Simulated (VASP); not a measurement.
# LiNi4H8O8 (a cell with a defect) in VASP: single point with PBEsol

Aim: the single point of LiNi4H8O8 (a cell with a defect) with PBEsol.

All numbers are computed with VASP 6.6.1; they aren't measurements. Logs are shortened: lines on timing, memory, paths and dates and some standing lists are left out, and cuts for length are marked.

### Step 1. The cell of the first run

The cell holds a defect, 21 atoms: a = 6.288 Å, b = 6.294 Å, c = 6.720 Å, α = 86.23°, β = 86.03°, γ = 60.04°.

### Step 2. Single point, PBEsol, collinear spin, ferromagnetic start

INCAR reads:

```
SYSTEM = LiNi4H8O8
ALGO = Normal
EDIFF = 1E-6
ENCUT = 520
GGA = PS
ISIF = 2
ISMEAR = 0
ISPIN = 2
LASPH = .True.
LCHARG = .False.
LMAXMIX = 4
LORBIT = 11
LREAL = Auto
LWAVE = .False.
MAGMOM = 0.8 0.8 0.8 0.8 0 0 0 0 0 0 0 0 0 0 0 0 0 0 0 0 0
NBANDS = 70
NELECT = 98.0
NELM = 150
PREC = Accurate
SIGMA = 0.05
```

KPOINTS reads:

```
k-points
0
Gamma
  3 3 2
  0 0 0
```

POSCAR reads:

```
LiNi4H8O8
1.0
    6.2881770000      0.0000000000      0.0000000000
    3.1433160000      5.4528830000      0.0000000000
    0.4656550000      0.2418370000      6.6999830000
Ni H O Li
4 8 8 1
Direct
    0.0626425324      0.4493963389     -0.0031560667
    0.0626787023      0.9318267319     -0.0038373530
    0.5450806664      0.4494283128     -0.0037428229
    0.5561096925      0.9429748552      0.0090023541
    0.3728021027      0.2709068745      0.2840720206
    0.3121958715      0.0843997992      0.7036974262
    0.3726446945      0.7614713391      0.2840991920
    0.2377222137      0.6220566568      0.7072400536
    0.8750591643      0.2638671507      0.2636160651
    0.7018823234      0.0862616625      0.7034549583
    0.8821740664      0.7615459348      0.2840187476
    0.6999221785      0.6964440175      0.7037082155
    0.3827783075      0.2706990433      0.1391059560
    0.2321089893      0.1167746735      0.8365393414
    0.3826509056      0.7703515839      0.1390714602
    0.2307681823      0.6165070596      0.8521747536
    0.8837672190      0.2712759126      0.1187753912
    0.7316705819      0.1172094498      0.8361930062
    0.8830027956      0.7704669530      0.1390579838
    0.7313150515      0.6174149029      0.8365437564
    0.9028181589      0.2877690574      0.7545246008
```

Potentials or basis: VASP PAW PBE potentials, release 64 (Ni, H, O, Li_sv).

Started as:

```sh
> cat potpaw_PBE.64/Ni/POTCAR potpaw_PBE.64/H/POTCAR potpaw_PBE.64/O/POTCAR potpaw_PBE.64/Li_sv/POTCAR > POTCAR
> mpirun -np 1 vasp_std > vasp.out
```

OUTCAR:

```text
SYSTEM = LiNi4H8O8
   EDIFF = 1E-6
   ENCUT = 520
   GGA = PS
   ISIF = 2
   ISMEAR = 0
   ISPIN = 2
   LASPH = .True.
   LORBIT = 11
   LREAL = Auto
   NELECT = 98.0
   NELM = 150
   PREC = Accurate

 ion  position               nearest neighbor table
   1  0.063  0.449  0.997-  16 2.00  13 2.02  19 2.02  17 2.05  20 2.14  14 2.14  21 2.48   3 3.03
                             2 3.04
   2  0.063  0.932  0.996-  16 2.00  19 2.02  15 2.02  17 2.05  14 2.13  18 2.14  21 2.48   1 3.04
                             3 3.04
   3  0.545  0.449  0.996-  16 2.00  13 2.02  15 2.03  17 2.05  20 2.13  18 2.14  21 2.48   1 3.03
                             2 3.04
   4  0.556  0.943  0.009-  15 2.02  19 2.02  13 2.02  14 2.15  18 2.15  20 2.15
   5  0.373  0.271  0.284-  13 0.97
   6  0.312  0.084  0.704-  14 0.98
   7  0.373  0.761  0.284-  15 0.97
   8  0.238  0.622  0.707-  16 0.97
   9  0.875  0.264  0.264-  17 0.97
  10  0.702  0.086  0.703-  18 0.98
  11  0.882  0.762  0.284-  19 0.97
  12  0.700  0.696  0.704-  20 0.98
  13  0.383  0.271  0.139-   5 0.97   4 2.02   1 2.02   3 2.02
  14  0.232  0.117  0.837-   6 0.98  21 1.90   2 2.13   1 2.14   4 2.15
  15  0.383  0.770  0.139-   7 0.97   4 2.02   2 2.02   3 2.03
  16  0.231  0.617  0.852-   8 0.97   1 2.00   3 2.00   2 2.00
  17  0.884  0.271  0.119-   9 0.97   1 2.05   3 2.05   2 2.05
  18  0.732  0.117  0.836-  10 0.98  21 1.90   2 2.14   3 2.14   4 2.15
  19  0.883  0.770  0.139-  11 0.97   4 2.02   1 2.02   2 2.02
  20  0.731  0.617  0.837-  12 0.98  21 1.90   3 2.13   1 2.14   4 2.15
  21  0.903  0.288  0.755-  14 1.90  20 1.90  18 1.90   3 2.48   1 2.48   2 2.48

  Warning from LATTYP: Got some problem with cell dimensions!
  Tried to take original basis but could not verify dimensions!
  LATTYP: Found a triclinic cell.
 ALAT       =     6.2881770000
 B/A-ratio  =     1.0010478992
 C/A-ratio  =     1.0687513872
 COS(alpha) =     0.0034443908
 COS(beta)  =     0.0692887651
 COS(gamma) =     0.4995993199

  Lattice vectors:

 A1 = (  -6.2881770000,   0.0000000000,   0.0000000000)
 A2 = (  -3.1448610000,   5.4528830000,   0.0000000000)
 A3 = (  -0.4656550000,  -0.2418370000,  -6.6999830000)

Analysis of symmetry for initial positions (statically):
=====================================================================
 Subroutine PRICEL returns:
 Original cell was already a primitive cell.

 Routine SETGRP: Setting up the symmetry group for a
 triclinic supercell.

 Subroutine GETGRP returns: Found  1 space group operations
 (whereof  1 operations were pure point group operations)
 out of a pool of  2 trial point group operations.

The static configuration has the point symmetry C_1 .

Analysis of symmetry for dynamics (positions and initial velocities):
=====================================================================
 Subroutine PRICEL returns:
 Original cell was already a primitive cell.

 Routine SETGRP: Setting up the symmetry group for a
 triclinic supercell.

 Subroutine GETGRP returns: Found  1 space group operations
 (whereof  1 operations were pure point group operations)
 out of a pool of  2 trial point group operations.

The dynamic configuration has the point symmetry C_1 .

Analysis of structural, dynamic, and magnetic symmetry:
=====================================================================
 Subroutine PRICEL returns:
 Original cell was already a primitive cell.

 Routine SETGRP: Setting up the symmetry group for a
 triclinic supercell.

 Subroutine GETGRP returns: Found  1 space group operations
 (whereof  1 operations were pure point group operations)
 out of a pool of  2 trial point group operations.

The overall configuration has the point symmetry C_1 .

 Subroutine INISYM returns: Found  1 space group operations
 (whereof  1 operations are pure point group operations),
 and found     1 'primitive' translations

[... 96 lines left out ...]
  0.000000  0.333333  0.500000      2.000000
  0.333333  0.333333  0.500000      2.000000
 -0.333333  0.333333  0.500000      2.000000
   k-points           NKPTS =     10   k-points in BZ     NKDIM =     10   number of bands    NBANDS=     70
   number of dos      NEDOS =    301   number of ions     NIONS =     21
   total plane-waves  NPLWV = 115200
   dimension x,y,z NGX =    48 NGY =   48 NGZ =   50
   dimension x,y,z NGXF=    96 NGYF=   96 NGZF=  100
   ions per type =               4   8   8   1
   NGX,Y,Z   is equivalent  to a cutoff of  12.69, 12.68, 12.37 a.u.
   NGXF,Y,Z  is equivalent  to a cutoff of  25.38, 25.36, 24.74 a.u.
 SYSTEM =  LiNi4H8O8
   PREC   = accura    normal or accurate (medium, high low for compatibility)
   ISTART =      0    job   : 0-new  1-cont  2-samecut
   ICHARG =      2    charge: 1-file 2-atom 10-const
   ISPIN  =      2    spin polarized calculation?
   LNONCOLLINEAR =      F non collinear calculations
   LSORBIT =      F    spin-orbit coupling
   LASPH  =      T    aspherical Exc in radial PAW
   ENCUT  =  520.0 eV  38.22 Ry    6.18 a.u.  11.69 11.70 12.50*2*pi/ulx,y,z
   NELM   =    150;   NELMIN=  2; NELMDL= -5     # of ELM steps
   EDIFF  = 0.1E-05   stopping-criterion for ELM
   LREAL  =      T    real-space projection
   EDIFFG = 0.1E-04   stopping-criterion for IOM
   NSW    =      0    number of steps for IOM
   IBRION =     -1    ionic relax: 0-MD 1-quasi-New 2-CG
   NFREE  =      0    steps in history (QN), initial steepest desc. (CG)
   ISIF   =      2    stress and relaxation
   ISYM   =      2    0-nonsym 1-usesym 2-fastsym
   POTIM  = 0.5000    time-step for ionic-motion
   TEBEG  =    0.0;   TEEND  =   0.0 temperature during run
   PSTRESS=    0.0 pullay stress
   NELECT =      98.0000    total number of electrons
   NUPDOWN=      -1.0000    fix difference up-down
   EMIN   =  10.00;   EMAX   =-10.00  energy-range for DOS
   EFERMI =   0.00;   METHOD = LEGACY
   ISMEAR =     0;   SIGMA  =   0.05  broadening in eV -4-tet -1-fermi 0-gaus
   EFERMI_NEDOS =   21; number of points for ismear=-14 and -15
   IALGO  =     38    algorithm
   IMIX   =      4    mixing-type and parameters
     AMIX     =   0.40;   BMIX     =  1.00
     AMIX_MAG =   1.60;   BMIX_MAG =  1.00
  volume/ion in A,a.u.               =      10.94        73.82
  Fermi-wavevector in a.u.,A,eV,Ry     =   1.232372  2.328846 20.663737  1.518742
  Thomas-Fermi vector in A             =   2.367145
   LORBIT       =     11    0 simple, 1 ext, 2 COOP (PROOUT), +10 PAW based schemes
   GGA     = PS    functional components
   LHFCALC =     F    Hartree Fock is set to
   AEXX    =    0.0000 exact exchange contribution
   IVDW    =     0    specifies the selected vdW correction
   LEPSILON=     F    determine dielectric tensor
   LRPA    =     F    only Hartree local field effects (RPA)
 spin polarized calculation
 Gauss-broadening in eV      SIGMA  =   0.05
  energy-cutoff  :      520.00
  volume of cell :      229.73
 maximum number of plane-waves:      6201
   NGX = 23   NGY = 23   NGZ = 25

 number of electron      98.0000003 magnetization       6.5860196

 Free energy of the ion-electron system (eV)
  ---------------------------------------------------
  ext. energy  EPLUGINS =         0.00000000
  ---------------------------------------------------
  free energy    TOTEN  =      -113.34775215 eV

  energy without entropy =     -113.33546588  energy(sigma->0) =     -113.34160902

 E-fermi :   2.2160     XC(G=0):  -8.3124

 val. band max:        2.2132856053   @ k =  -0.3333   0.3333   0.5000
 cond. band min:       2.2198975867   @ k =   0.0000   0.3333   0.5000
 fundamental gap:      0.0066119814
 Fermi energy:         2.2159635417

 spin component 1

 k-point     1 :       0.0000    0.0000    0.0000
  band No.  band energies     occupation
      1     -42.8453      1.00000
      2     -18.8347      1.00000
      3     -18.1793      1.00000
      4     -18.1742      1.00000
      5     -18.1704      1.00000
      6     -18.0849      1.00000
[... 629 lines left out ...]
     60       7.9940      0.00000
     61       8.5125      0.00000
 Fermi energy:         2.2159635417

 spin component 2

 k-point     1 :       0.0000    0.0000    0.0000
  band No.  band energies     occupation
      1     -42.8459      1.00000
      2     -18.6238      1.00000
      3     -18.0323      1.00000
      4     -17.9710      1.00000
      5     -17.9412      1.00000
      6     -17.8895      1.00000
[... 629 lines left out ...]
     60       8.0776      0.00000
     61       8.5932      0.00000
 [bands above 61 left out]

------------------------ aborting loop because EDIFF is reached ----------------------------------------

  FORCE on cell =-STRESS in cart. coord.  units (eV):
  Direction    XX          YY          ZZ          XY          YZ          ZX
  --------------------------------------------------------------------------------------
  -------------------------------------------------------------------------------------
  Total       -8.2240957     -8.3966081     -4.2683736      0.0233185      0.1247410      0.1292650
  in kB      -57.3553720    -58.5584846    -29.7679116      0.1626247      0.8699519      0.9015026
  external PRESSURE =     -48.5605894 kB  Pullay stress =       0.0000000 kB

 VOLUME and BASIS-vectors are now :
 -----------------------------------------------------------------------------
  energy-cutoff  :      520.00
  volume of cell :      229.73
      direct lattice vectors                 reciprocal lattice vectors
     6.288177000  0.000000000  0.000000000     0.159028602 -0.091672084 -0.007743715
     3.143316000  5.452883000  0.000000000     0.000000000  0.183389227 -0.006619465
     0.465655000  0.241837000  6.699983000     0.000000000  0.000000000  0.149254110

 POSITION                                       TOTAL-FORCE (eV/Angst)
 -----------------------------------------------------------------------------------
      2.27069      2.69158      6.67884         0.015156     -0.008626     -0.003055
      3.78703      5.32205      6.67427        -0.019179     -0.018317     -0.000126
      5.30417      2.69161      6.67491        -0.032741     -0.020061      0.002217
      6.46518      5.14411      0.06032        -0.008970      0.004335      0.089631
      3.32807      1.54592      1.90328         0.001588      0.009588      0.161989
      2.55612      0.63040      4.71476         0.052172     -0.036804     -0.125372
[... 13 lines left out ...]
      6.92891      3.56900      5.60483        -0.016509     -0.050837      0.133492
      6.93298      1.75164      5.05530         0.024287      0.033137     -0.035507
 -----------------------------------------------------------------------------------
    total drift:                               -0.004570      0.000676     -0.011850

  FREE ENERGIE OF THE ION-ELECTRON SYSTEM (eV)
  ---------------------------------------------------
  free  energy   TOTEN  =      -113.3477521497 eV

  energy  without entropy=     -113.3354658818  energy(sigma->0) =     -113.34160902

 total charge

# of ion       s       p       d       tot
------------------------------------------
    1        0.341   0.428   8.189   8.958
    2        0.341   0.429   8.192   8.962
    3        0.341   0.429   8.191   8.962
    4        0.326   0.399   8.223   8.948
    5        0.620   0.120   0.000   0.741
    6        0.617   0.120   0.000   0.737
[... 13 lines left out ...]
   20        1.550   3.522   0.000   5.072
   21        2.030   0.078   0.000   2.109
--------------------------------------------------
tot         20.731  30.900  32.795  84.427

 magnetization (x)

# of ion       s       p       d       tot
------------------------------------------
    1       -0.000   0.005   1.574   1.579
    2       -0.000   0.004   1.568   1.572
    3       -0.000   0.004   1.569   1.573
    4       -0.001   0.002   0.521   0.521
    5       -0.000   0.003   0.000   0.003
    6        0.003   0.002   0.000   0.005
[... 13 lines left out ...]
   20        0.017   0.107   0.000   0.124
   21        0.000  -0.001   0.000  -0.001
--------------------------------------------------
tot          0.132   0.966   5.232   6.330
```

It took 74 min on 1 thread of Intel Xeon Platinum 8259CL at 2.50GHz (Skylake/Cascade Lake), shared host; peak memory 0.55 GiB.

What came out:

```yaml
Free_energy: -113.3478 eV
Largest_force: 0.354 eV/Å
Net_moment: 6.59 μB per cell
Site_moments: Ni +1.58, +1.57, +0.52; H +0.00, +0.01; O +0.18, +0.10, +0.17, +0.16, +0.07, +0.15, +0.12; Li -0.00 μB
Valence_electrons_inside_the_program's_atomic_spheres: Ni 8.96, 8.95; H 0.74; O 5.07, 5.06, 5.09, 5.08; Li 2.11
```

Forces in eV/Å, atoms in the order of the input:
```
Ni   0.015 -0.009 -0.003
Ni  -0.019 -0.018  0.000
Ni  -0.033 -0.020  0.002
Ni  -0.009  0.004  0.090
H    0.002  0.010  0.162
H    0.052 -0.037 -0.125
H   -0.004  0.002  0.230
H    0.000  0.002 -0.143
H   -0.001 -0.001  0.140
H   -0.056 -0.035 -0.145
H    0.012 -0.002  0.190
H   -0.003  0.064 -0.117
O    0.008 -0.006 -0.180
O   -0.046 -0.008  0.148
O    0.102  0.061 -0.334
O    0.000 -0.001  0.128
O   -0.001 -0.001 -0.121
O   -0.005 -0.017  0.206
O   -0.023  0.030 -0.226
O   -0.017 -0.051  0.133
Li   0.024  0.033 -0.036
```

Caveat: the k points lie up to 0.47 Å⁻¹ apart; the cell carries a net charge on a neutralising background, which shifts energy and pressure; the cell is charged against a uniform background, so pressure and absolute levels hang on convention; the cutoff is under 1.25 times the usual one of these potentials, so pressure, stress and relaxed cells hold a basis-set (Pulay) error; the PAW data sets were made with another functional, which shifts forces and pressure a little.
